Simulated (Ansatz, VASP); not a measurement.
## Pt in VASP and in Ansatz

INCAR

```
SYSTEM = Pt
PREC = Accurate ; ENCUT = 520
EDIFF = 1E-7 ; ISMEAR = 0
SIGMA = 0.15 ; LREAL = .False.
LASPH = .True. ; NELM = 100
ALGO = Fast ; ISIF = 2
LWAVE = .False. ; LCHARG = .False.
GGA = PS ; NBANDS = 11
```

The input KPOINTS:

```
Automatic mesh
0
Gamma
  20 20 20
  0 0 0
```

File POSCAR:

```
Pt
1.0
    0.0000000000      1.9089525000      2.0557950000
    1.9089525000      0.0000000000      2.0557950000
    1.9089525000      1.9089525000      0.0000000000
Pt
1
Direct
    0.0000000000      0.0000000000      0.0000000000
```

Input for Ansatz:

```yaml
crystal:
  lattice:
    - [0.0, 1.9089525, 2.055795]
    - [1.9089525, 0.0, 2.055795]
    - [1.9089525, 1.9089525, 0.0]
  atoms:
    - { symbol: Pt, position: [0.0, 0.0, 0.0] }
basis:
  ecutwfc: 420
kpoints:
  mp_grid: { grid: [20, 20, 20] }
hamiltonian:
  xc: pbesol
scf:
  occupations: { method: gaussian, width: 0.15 }
output:
  forces: true
  stress: true
  eigenvalues: true
```

Change from the starting cell: strain -0.025 along x and y, +0.050 along z, atoms carried along.

Alike in both runs: task single point; functional PBEsol; k mesh 20 × 20 × 20; occupations gaussian, width 0.15 eV; no spin polarisation.

|  | VASP | Ansatz |
| --- | --- | --- |
| version | VASP 6.6.1 | Ansatz 0.2.0 |
| potentials or method | VASP PAW PBE potentials, release 64 (Pt), cutoff 520 eV | scalar-relativistic, plane waves, PAW |
| valence electrons in the cell | 10 | 18 |

|  | VASP | Ansatz | Ansatz less VASP |
| --- | --- | --- | --- |
| gap on the k mesh at the Fermi level (eV) | none | none | - |
| pressure (GPa) | 1.5 | 1.9 | +0.39 |
| traceless stress, the component that is largest in VASP (GPa) | -6.37 | -6.40 | -0.029 |

VASP's potentials were made for PBE, not for PBEsol. A gap of «none» marks a metal or a gap that the smearing closes. VASP's potentials hold 10 valence electrons a cell and Ansatz's 18, so a difference there can come from the potentials and not from the codes.

Spin-orbit coupling is off throughout.
